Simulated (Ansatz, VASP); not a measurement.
## H3C in VASP and in Ansatz

```
C H
1.0
    15.00000    0.00000    0.00000
     0.00000   15.50000    0.00000
     0.00000    0.00000   16.00000
C H
1 3
Direct
  0.50000 0.50000 0.50000
  0.57237 0.49945 0.49883
  0.46434 0.56092 0.50213
  0.46329 0.43963 0.49905
```

Alike in both runs: functional PBE; dispersion D3(BJ); k mesh 1 × 1 × 1; occupations gaussian, width 0.005 eV; collinear spin.

Ansatz relaxed the structure, and its values are those at the end. VASP's run is a single point on that final structure, the one shown.

|  | VASP | Ansatz |
| --- | --- | --- |
| version | VASP 6.6.1 | Ansatz 0.2.0 |
| potentials or method | VASP PAW PBE potentials, release 64 (C, H), cutoff 520 eV | scalar-relativistic, plane waves, PAW |
| valence electrons in the cell | 7 | 7 |

Ansatz gave:

* gap on the k mesh at the Fermi level (eV): 2.48
* rms of the force components (eV/Å): 0.000
* net moment per atom (μB): 0.25
* size of the moment on the site where the two differ most (μB): 0.18

**Question.** Estimate VASP's values.

**Answer.** gap on the k mesh at the Fermi level (eV): 2.52; rms of the force components (eV/Å): 0.009; net moment per atom (μB): 0.25; size of the moment on the site where the two differ most (μB): 0.48.

Site moments also hang on the region over which each program counts them.
